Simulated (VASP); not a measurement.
# GeS (Pnma) in VASP: notebook

Runs on GeS. Level: PBE+D3(BJ). Tasks: relaxation of shape and atoms at fixed volume, single point.

All numbers are computed with VASP 6.6.1; they aren't measurements. Logs are shortened: lines on timing, memory, paths and dates and some standing lists are left out, and cuts for length are marked.

### 1 The cell of the first run

It takes space group Pnma (No. 62, orthorhombic). Conventional cell: a = 10.166 Å, b = 3.623 Å, c = 4.083 Å, α = 90.00°, β = 90.00°, γ = 90.00°. Ge (site symmetry m) has 6 S at 2.42 to 3.11 Å and 2 Ge at 3.18 Å within 3.2 Å. S (site symmetry m) has 6 Ge at 2.42 to 3.11 Å within 3.2 Å.

### 2 Relaxation of shape and atoms at fixed volume, PBE+D3(BJ) (18.80 Å³/atom)

File INCAR:

```
SYSTEM = GeS
PREC = Accurate ; ENCUT = 500
EDIFF = 1E-7 ; ISMEAR = 0
SIGMA = 0.02 ; LREAL = .FALSE.
LASPH = .TRUE. ; NELM = 120
ALGO = Normal ; ISIF = 4
LWAVE = .FALSE. ; LCHARG = .FALSE.
GGA = PE ; IVDW = 12
IBRION = 2 ; NSW = 50
EDIFFG = -0.01 ; GGA_COMPAT = .FALSE.
NELMIN = 4
```

File KPOINTS:

```
Automatic mesh
0
G
  4 8 6
  0 0 0
```

File POSCAR:

```
GeS
1.0
   10.1663511135      0.0000000000      0.0000000000
    0.0000000000      3.6225781655      0.0000000000
    0.0000000000      0.0000000000      4.0829771583
Ge S
4 4
Direct
    0.1190635623      0.2500000000      0.1189007788
    0.3809364377      0.7500000000      0.6189007788
    0.6190635623      0.2500000000      0.3810992212
    0.8809364377      0.7500000000      0.8810992212
    0.8527504858      0.2500000000      0.4934921374
    0.6472495142      0.7500000000     -0.0065078626
    0.3527504858      0.2500000000      1.0065078626
    0.1472495142      0.7500000000      0.5065078626
```

Potentials or basis: VASP PAW PBE potentials, release 64 (Ge_d, S).

Launch:

```console
cat potpaw_PBE.64/Ge_d/POTCAR potpaw_PBE.64/S/POTCAR > POTCAR
mpirun -np 1 vasp_std > vasp.out
```

OUTCAR:

```text
SYSTEM = GeS
   PREC = Accurate
   ENCUT = 500
   EDIFF = 1E-7
   ISMEAR = 0
   LREAL = .FALSE.
   LASPH = .TRUE.
   NELM = 120
   ISIF = 4
   GGA = PE
   IVDW = 12
   IBRION = 2
   NSW = 50
   EDIFFG = -0.01
   NELMIN = 4
 IVDW          = 12

 ion  position               nearest neighbor table
   1  0.119  0.250  0.119-   7 2.42   8 2.42   8 2.42
   2  0.381  0.750  0.619-   8 2.42   7 2.42   7 2.42
   3  0.619  0.250  0.381-   5 2.42   6 2.42   6 2.42
   4  0.881  0.750  0.881-   6 2.42   5 2.42   5 2.42
   5  0.853  0.250  0.493-   3 2.42   4 2.42   4 2.42
   6  0.647  0.750  0.993-   4 2.42   3 2.42   3 2.42
   7  0.353  0.250  0.007-   1 2.42   2 2.42   2 2.42
   8  0.147  0.750  0.507-   2 2.42   1 2.42   1 2.42

  LATTYP: Found a simple orthorhombic cell.
 ALAT       =     3.6225781655
 B/A-ratio  =     1.1270915276
 C/A-ratio  =     2.8063855765

  Lattice vectors:

 A1 = (   0.0000000000,   3.6225781655,   0.0000000000)
 A2 = (   0.0000000000,   0.0000000000,   4.0829771583)
 A3 = (  10.1663511135,   0.0000000000,   0.0000000000)

Analysis of symmetry for initial positions (statically):
=====================================================================
 Subroutine PRICEL returns:
 Original cell was already a primitive cell.

 Routine SETGRP: Setting up the symmetry group for a
 simple orthorhombic supercell.

 Subroutine GETGRP returns: Found  8 space group operations
 (whereof  2 operations were pure point group operations)
 out of a pool of  8 trial point group operations.

The static configuration has the point symmetry S_2 .
 The point group associated with its full space group is D_2h.

Analysis of symmetry for dynamics (positions and initial velocities):
=====================================================================
 Subroutine PRICEL returns:
 Original cell was already a primitive cell.

 Routine SETGRP: Setting up the symmetry group for a
 simple orthorhombic supercell.

 Subroutine GETGRP returns: Found  8 space group operations
 (whereof  2 operations were pure point group operations)
 out of a pool of  8 trial point group operations.

The dynamic configuration has the point symmetry S_2 .
 The point group associated with its full space group is D_2h.

 Subroutine INISYM returns: Found  8 space group operations
 (whereof  2 operations are pure point group operations),
 and found     1 'primitive' translations

----------------------------------------------------------------------------------------

                                     Primitive cell

  volume of cell :     150.3695

  direct lattice vectors                    reciprocal lattice vectors
    10.166351113  0.000000000  0.000000000     0.098363709  0.000000000  0.000000000
     0.000000000  3.622578165  0.000000000     0.000000000  0.276046493  0.000000000
     0.000000000  0.000000000  4.082977158     0.000000000  0.000000000  0.244919323

  length of vectors
    10.166351113  3.622578165  4.082977158     0.098363709  0.276046493  0.244919323

  position of ions in fractional coordinates (direct lattice)
     0.119063562  0.250000000  0.118900779
     0.380936438  0.750000000  0.618900779
     0.619063562  0.250000000  0.381099221
     0.880936438  0.750000000  0.881099221
     0.852750486  0.250000000  0.493492137
     0.647249514  0.750000000  0.993492137
     0.352750486  0.250000000  0.006507863
     0.147249514  0.750000000  0.506507863

  ion indices of the primitive-cell ions
   primitive index   ion index
                 1           1
                 2           2
                 3           3
                 4           4
                 5           5
                 6           6
                 7           7
                 8           8

----------------------------------------------------------------------------------------

 KPOINTS: Automatic mesh

Automatic generation of k-mesh.
 Grid dimensions read from file:
 generate k-points for:    4    8    6

 Generating k-lattice:

  Cartesian coordinates                     Fractional coordinates (reciprocal lattice)
     0.024590927  0.000000000  0.000000000     0.250000000  0.000000000  0.000000000
     0.000000000  0.034505812  0.000000000     0.000000000  0.125000000  0.000000000
     0.000000000  0.000000000  0.040819887     0.000000000  0.000000000  0.166666667

  Length of vectors
     0.024590927  0.034505812  0.040819887

  Shift w.r.t. Gamma in fractional coordinates (k-lattice)
     0.000000000  0.000000000  0.000000000

 Subroutine IBZKPT returns following result:
 ===========================================

 Found     60 irreducible k-points:

 Following reciprocal coordinates:
            Coordinates               Weight
  0.000000  0.000000  0.000000      1.000000
  0.250000  0.000000  0.000000      2.000000
  0.500000  0.000000  0.000000      1.000000
  0.000000  0.125000  0.000000      2.000000
  0.250000  0.125000  0.000000      4.000000
  0.500000  0.125000  0.000000      2.000000
[... 16 lines left out ...]
  0.250000  0.250000  0.166667      8.000000
  0.500000  0.250000  0.166667      4.000000
 [... further k-points ...]
   k-points           NKPTS =     60   k-points in BZ     NKDIM =     60   number of bands    NBANDS=     48
   number of dos      NEDOS =    301   number of ions     NIONS =      8
   total plane-waves  NPLWV =  67200
   dimension x,y,z NGX =    80 NGY =   28 NGZ =   30
   dimension x,y,z NGXF=   160 NGYF=   56 NGZF=   60
   ions per type =               4   4
   NGX,Y,Z   is equivalent  to a cutoff of  13.08, 12.85, 12.22 a.u.
   NGXF,Y,Z  is equivalent  to a cutoff of  26.16, 25.70, 24.43 a.u.
 SYSTEM =  GeS
   PREC   = accura    normal or accurate (medium, high low for compatibility)
   ISTART =      0    job   : 0-new  1-cont  2-samecut
   ICHARG =      2    charge: 1-file 2-atom 10-const
   ISPIN  =      1    spin polarized calculation?
   LNONCOLLINEAR =      F non collinear calculations
   LSORBIT =      F    spin-orbit coupling
   LASPH  =      T    aspherical Exc in radial PAW
   ENCUT  =  500.0 eV  36.75 Ry    6.06 a.u.  18.54  6.60  7.44*2*pi/ulx,y,z
   NELM   =    120;   NELMIN=  4; NELMDL= -5     # of ELM steps
   EDIFF  = 0.1E-06   stopping-criterion for ELM
   LREAL  =      F    real-space projection
   EDIFFG = -.1E-01   stopping-criterion for IOM
   NSW    =     50    number of steps for IOM
   IBRION =      2    ionic relax: 0-MD 1-quasi-New 2-CG
   NFREE  =      1    steps in history (QN), initial steepest desc. (CG)
   ISIF   =      4    stress and relaxation
   ISYM   =      2    0-nonsym 1-usesym 2-fastsym
   POTIM  = 0.5000    time-step for ionic-motion
   TEBEG  =    0.0;   TEEND  =   0.0 temperature during run
   PSTRESS=    0.0 pullay stress
   NELECT =      80.0000    total number of electrons
   NUPDOWN=      -1.0000    fix difference up-down
   EMIN   =  10.00;   EMAX   =-10.00  energy-range for DOS
   EFERMI =   0.00;   METHOD = LEGACY
   ISMEAR =     0;   SIGMA  =   0.02  broadening in eV -4-tet -1-fermi 0-gaus
   EFERMI_NEDOS =   21; number of points for ismear=-14 and -15
   IALGO  =     38    algorithm
   IMIX   =      4    mixing-type and parameters
     AMIX     =   0.40;   BMIX     =  1.00
     AMIX_MAG =   1.60;   BMIX_MAG =  1.00
  volume/ion in A,a.u.               =      18.80       126.84
  Fermi-wavevector in a.u.,A,eV,Ry     =   1.326533  2.506785 23.942051  1.759691
  Thomas-Fermi vector in A             =   2.455913
   LORBIT       =      0    0 simple, 1 ext, 2 COOP (PROOUT), +10 PAW based schemes
   GGA     = PE    functional components
   LHFCALC =     F    Hartree Fock is set to
   AEXX    =    0.0000 exact exchange contribution
   IVDW    =    12    specifies the selected vdW correction
   LEPSILON=     F    determine dielectric tensor
   LRPA    =     F    only Hartree local field effects (RPA)
 conjugate gradient relaxation of ions
 non-spin polarized calculation
 Gauss-broadening in eV      SIGMA  =   0.02
  energy-cutoff  :      500.00
  volume of cell :      150.37
 maximum number of plane-waves:      3858
 NGX is ok and might be reduce to    80
   NGX = 37   NGY = 13   NGZ = 15

--------------------------------------- Ionic step        1  -------------------------------------------

 number of electron      80.0000021 magnetization

 Free energy of the ion-electron system (eV)
  ---------------------------------------------------
  ext. energy  EPLUGINS =         0.00000000
  ---------------------------------------------------
  free energy    TOTEN  =       -36.28895691 eV

  energy without entropy =      -36.28895691  energy(sigma->0) =      -36.28895691

------------------------ aborting loop because EDIFF is reached ----------------------------------------

 Edisp (eV)   -2.73249

 E8    (eV) :    -1.1075

  FORCE on cell =-STRESS in cart. coord.  units (eV):
  Direction    XX          YY          ZZ          XY          YZ          ZX
  --------------------------------------------------------------------------------------
  -------------------------------------------------------------------------------------
  Total       3.47181     3.61493     3.40016     0.00000     0.00000     0.00000
  in kB      36.99189    38.51686    36.22850     0.00000     0.00000     0.00000
  external pressure =       37.25 kB  Pullay stress =        0.00 kB
[... 257 lines left out ...]
  energy  without entropy=      -39.0416586549  energy(sigma->0) =      -39.04165865

--------------------------------------- Ionic step        7  -------------------------------------------

 number of electron      80.0000029 magnetization

 Free energy of the ion-electron system (eV)
  ---------------------------------------------------
  ext. energy  EPLUGINS =         0.00000000
  ---------------------------------------------------
  free energy    TOTEN  =       -36.31095307 eV

  energy without entropy =      -36.31095307  energy(sigma->0) =      -36.31095307

 E-fermi :   6.2640     XC(G=0): -10.5979

 val. band max:        6.1056840193   @ k =   0.0000   0.0000   0.3333
 cond. band min:       6.7973817827   @ k =   0.0000   0.0000   0.0000
 fundamental gap:      0.6916977634
 Fermi energy:         6.2640274173

 k-point     1 :       0.0000    0.0000    0.0000
  band No.  band energies     occupation
      1     -18.5093      2.00000
      2     -18.5019      2.00000
      3     -18.5002      2.00000
      4     -18.4959      2.00000
      5     -18.4957      2.00000
      6     -18.4938      2.00000
[... 1213 lines left out ...]
     47      10.0448      0.00000
     48      10.0448      0.00000

 [... further k-points ...]

------------------------ aborting loop because EDIFF is reached ----------------------------------------

 Edisp (eV)   -2.73076

 E8    (eV) :    -1.1066

  FORCE on cell =-STRESS in cart. coord.  units (eV):
  Direction    XX          YY          ZZ          XY          YZ          ZX
  --------------------------------------------------------------------------------------
  -------------------------------------------------------------------------------------
  Total       2.44222     2.33634     2.31036     0.00000     0.00000     0.00000
  in kB      26.02165    24.89357    24.61670     0.00000     0.00000     0.00000
  external pressure =       25.18 kB  Pullay stress =        0.00 kB
[... 23 lines left out ...]
  FREE ENERGIE OF THE ION-ELECTRON SYSTEM (eV)
  ---------------------------------------------------
  free  energy   TOTEN  =       -39.0417093041 eV

  energy  without entropy=      -39.0417093041  energy(sigma->0) =      -39.04170930

 reached required accuracy - stopping structural energy minimisation
```

Run time: 12 min. Hardware: 1 thread of Intel Xeon 6975P-C (Granite Rapids), shared host; peak memory 0.48 GiB.

What came out:

```
Free energy                  : -39.0417 eV
Energy gained by relaxing    : 2.5 meV/atom
Ionic steps                  : 7
Pressure after relaxing      : 2.5 GPa
Largest force after relaxing : 0.007 eV/Å
Band gap on the k mesh       : 0.69 eV (least direct gap 1.08 eV)
Dispersion energy per atom   : -0.341 eV
```

Forces on the atoms (eV/Å):
```
Ge  -0.004  0.000 -0.004
Ge   0.004  0.000 -0.004
Ge  -0.004  0.000  0.004
Ge   0.004  0.000  0.004
S   -0.004  0.000  0.006
S    0.004  0.000  0.006
S   -0.004  0.000 -0.006
S    0.004  0.000 -0.006
```

Step by step:
| step | energy change (eV) | largest force (eV/Å) | pressure (GPa) | volume (Å³) |
| --- | --- | --- | --- | --- |
| 1 | 0.0000 | 0.2609 | 3.72 | 150.37 |
| 2 | -0.0144 | 0.1241 | 3.14 | 150.37 |
| 3 | -0.0186 | 0.0214 | 2.59 | 150.37 |
| 4 | -0.0186 | 0.0170 | 2.61 | 150.37 |
| 5 | -0.0197 | 0.0125 | 2.58 | 150.37 |
| 6 | -0.0202 | 0.0085 | 2.54 | 150.37 |
| 7 | -0.0203 | 0.0070 | 2.52 | 150.37 |

Final structure:
```
Ge S
1.0
    10.14756    0.00000    0.00000
     0.00000    3.64871    0.00000
     0.00000    0.00000    4.06124
Ge S
4 4
Direct
  0.11689 0.25000 0.11530
  0.38311 0.75000 0.61530
  0.61689 0.25000 0.38470
  0.88311 0.75000 0.88470
  0.85394 0.25000 0.49073
  0.64606 0.75000 0.99073
  0.35394 0.25000 0.00927
  0.14606 0.75000 0.50927
```

A k mesh can miss the band edges.

### 3 Relaxation of shape and atoms at fixed volume, PBE+D3(BJ) (19.44 Å³/atom)

This run uses another cell than the first one, of 19.44 Å³/atom.

File INCAR:

```
SYSTEM = GeS
  ALGO = Normal
  EDIFF = 1E-7
  EDIFFG = -0.01
  ENCUT = 500
  GGA = PE
  GGA_COMPAT = .False.
  IBRION = 2
  ISIF = 4
  ISMEAR = 0
  IVDW = 12
  LASPH = .True.
  LCHARG = .False.
  LREAL = .False.
  LWAVE = .False.
  NELM = 120
  NELMIN = 4
  NSW = 50
  PREC = Accurate
  SIGMA = 0.02
```

File KPOINTS:

```
k-points
0
Gamma
  4 8 6
  0 0 0
```

File POSCAR:

```
GeS
1.0
   10.3055468229      0.0000000000      0.0000000000
    0.0000000000      3.6282762030      0.0000000000
    0.0000000000      0.0000000000      4.1586000956
Ge S
4 4
Direct
    0.1219203718      0.2500000000      0.1252668874
    0.3780796282      0.7500000000      0.6252668874
    0.6219203718      0.2500000000      0.3747331126
    0.8780796282      0.7500000000      0.8747331126
    0.8519825798      0.2500000000      0.4934593720
    0.6480174202      0.7500000000     -0.0065406280
    0.3519825798      0.2500000000      1.0065406280
    0.1480174202      0.7500000000      0.5065406280
```

Potentials or basis: VASP PAW PBE potentials, release 64 (Ge_d, S).

Launch:

```console
cat potpaw_PBE.64/Ge_d/POTCAR potpaw_PBE.64/S/POTCAR > POTCAR
mpirun -np 1 vasp_std > vasp.out
```

Wall time 51 min (1 thread of Oxide Virtual Turin-like, shared host); peak memory 0.44 GiB.

The run converged. Its results:

| Item | Value |
| --- | --- |
| Free energy | -39.1070 eV |
| Energy gained by relaxing | 3.0 meV/atom |
| Ionic steps | 10 |
| Pressure after relaxing | 1.6 GPa |
| Largest force after relaxing | 0.010 eV/Å |
| Band gap on the k mesh | 0.84 eV (least direct gap 1.14 eV) |
| Dispersion energy per atom | -0.332 eV |

Forces on the atoms (eV/Å):
```
Ge  -0.003  0.000 -0.005
Ge   0.003  0.000 -0.005
Ge  -0.003  0.000  0.005
Ge   0.003  0.000  0.005
S   -0.002  0.000  0.009
S    0.002  0.000  0.009
S   -0.002  0.000 -0.009
S    0.002  0.000 -0.009
```

Step by step:
```tsv
step	energy change (eV)	largest force (eV/Å)	pressure (GPa)	volume (Å³)
1	0.0000	0.2778	3.13	155.50
2	-0.0158	0.1416	2.46	155.50
3	-0.0210	0.0365	1.78	155.50
4	-0.0211	0.0334	1.80	155.50
5	-0.0226	0.0211	1.74	155.50
6	-0.0236	0.0192	1.65	155.50
7	-0.0236	0.0214	1.64	155.50
8	-0.0238	0.0113	1.62	155.50
9	-0.0238	0.0113	1.62	155.50
10	-0.0239	0.0097	1.62	155.50
```

Final structure:
```cif
data_structure
_symmetry_space_group_name_H-M 'P 1'
_symmetry_Int_Tables_number 1
_cell_length_a 10.2792
_cell_length_b 3.6605
_cell_length_c 4.1326
_cell_angle_alpha 90.000
_cell_angle_beta 90.000
_cell_angle_gamma 90.000
_cell_volume 155.50
loop_
_atom_site_label
_atom_site_type_symbol
_atom_site_fract_x
_atom_site_fract_y
_atom_site_fract_z
_atom_site_occupancy
Ge1 Ge 0.11917 0.25000 0.12100 1
Ge2 Ge 0.38083 0.75000 0.62100 1
Ge3 Ge 0.61917 0.25000 0.37900 1
Ge4 Ge 0.88083 0.75000 0.87900 1
S1 S 0.85296 0.25000 0.49123 1
S2 S 0.64704 0.75000 0.99123 1
S3 S 0.35296 0.25000 0.00877 1
S4 S 0.14704 0.75000 0.50877 1
```

Levels at points of the mesh, in eV from the valence-band top:
```
           k point  band 37  band 38  band 39  band 40  band 41  band 42  band 43  band 44
(0.00, 0.00, 0.00)    -1.80    -1.06    -0.96    -0.30     0.84     2.70     2.85     3.08
(0.50, 0.00, 0.00)    -2.11    -2.11    -0.55    -0.55     2.43     2.43     2.69     2.69
(0.00, 0.50, 0.00)    -1.35    -1.35    -1.13    -1.13     1.30     1.30     1.61     1.61
(0.50, 0.50, 0.00)    -1.48    -1.48    -1.48    -1.48     1.74     1.74     1.74     1.74
(0.00, 0.00, 0.50)    -0.92    -0.92    -0.24    -0.24     1.55     1.55     2.23     2.23
(0.50, 0.00, 0.50)    -0.69    -0.69    -0.26    -0.26     1.46     1.46     2.31     2.31
(0.00, 0.50, 0.50)    -2.58    -2.58    -1.63    -1.63     3.09     3.09     3.41     3.41
(0.50, 0.50, 0.50)    -1.67    -1.67    -1.67    -1.67     2.71     2.71     2.71     2.71
```

(Part 1 of 2 ends here.)
